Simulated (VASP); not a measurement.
Wanted: the native input for a VASP 6.6.1 run.

- Task: single point
- Functional: PBE
- Potentials or basis: VASP PAW PBE potentials, release 64 (Ca_sv, Se)
- Cutoff: 520 eV
- k mesh: 6 × 6 × 6
- Occupations: gaussian, width 0.1 eV
- Spin: no spin polarisation
- Dipole correction: no
- Further INCAR settings: ALGO = Fast; EDIFF = 1e-07; NBANDS = 48

The structure of Ca7Se lies in POSCAR:

```
Ca7Se
1.0
    0.0000000000      5.3020500821      5.3020500821
    5.3020500821      0.0000000000      5.3020500821
    5.3020500821      5.3020500821      0.0000000000
Ca Se
7 1
Direct
    0.0000000000      0.0000000000      0.5000000000
    0.5000000000      0.0000000000      0.5000000000
    0.0000000000      0.5000000000      0.5000000000
    0.5000000000      0.5000000000      0.0000000000
    0.0000000000      0.5000000000      0.0000000000
    0.5000000000      0.0000000000      0.0000000000
    0.5000000000      0.5000000000      0.5000000000
    0.0000000000      0.0000000000      0.0000000000
```

The cell was built from a structure type or drawn by symmetry, and may not be a known phase.

These files were run (other wordings do the same):

INCAR

```
  PREC = Accurate
  ENCUT = 520
  EDIFF = 1E-7
  ISMEAR = 0
  SIGMA = 0.1
  LREAL = False
  LASPH = True
  NELM = 100
  ALGO = Fast
  ISIF = 2
  LWAVE = False
  LCHARG = False
  GGA = PE
  NBANDS = 48
```

KPOINTS

```
regular mesh
0
Gamma
  6 6 6
```

Potentials or basis: VASP PAW PBE potentials, release 64 (Ca_sv, Se).

The run is started by

```sh
$ cat potpaw_PBE.64/Ca_sv/POTCAR potpaw_PBE.64/Se/POTCAR > POTCAR
$ mpirun -np 1 vasp_std > vasp.out
```

It gave:

* Pressure: 0.1 GPa
* Band gap on the k mesh: zero (bands 38 and 39 overlap by 0.56 eV)

Caveat: semilocal functionals underestimate gaps, so a narrow gap can read as zero.

Wall time 17 min on 1 thread of AMD EPYC 7R43 64-Core Processor (Zen 3), with other jobs on the host, peak memory 0.49 GiB.
